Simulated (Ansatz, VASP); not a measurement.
Two plane-wave programs on Al3B2Sb

```
Al B Sb
1.0
     5.03227    0.00000    0.00000
    -2.51614    4.35808    0.00000
     0.00000    0.00000    6.22385
Al B Sb
3 2 1
Direct
  0.60068 0.00000 0.00000
  0.00000 0.60068 0.00000
  0.39932 0.39932 0.00000
  0.00000 0.00000 0.13613
  0.00000 0.00000 0.86387
  0.00000 0.00000 0.50000
```

Alike in both runs: functional PBE; k mesh 4 × 4 × 3; occupations gaussian, width 0.2 eV; no spin polarisation.

Ansatz relaxed the structure, and its values are those at the end. VASP's run is a single point on that final structure, the one shown.

|  | VASP | Ansatz |
| --- | --- | --- |
| version | VASP 6.6.1 | Ansatz 0.2.0 |
| potentials or method | VASP PAW PBE potentials, release 64 (Al, B, Sb), cutoff 500 eV | scalar-relativistic, plane waves, PAW |
| valence electrons in the cell | 20 | 30 |

Ansatz gave:

* gap on the k mesh at the Fermi level (eV): none
* pressure (GPa): 0.2
* rms of the force components (eV/Å): 0.005

Task: Which values does VASP return?

Result: gap on the k mesh at the Fermi level (eV): none; pressure (GPa): 0.3; rms of the force components (eV/Å): 0.010.

A gap of «none» marks a metal or a gap that the smearing closes. VASP's potentials hold 20 valence electrons a cell and Ansatz's 30, so a difference there can come from the potentials and not from the codes.

The k mesh is coarse, so the values compare programs but aren't converged. Spin-orbit coupling is off throughout.
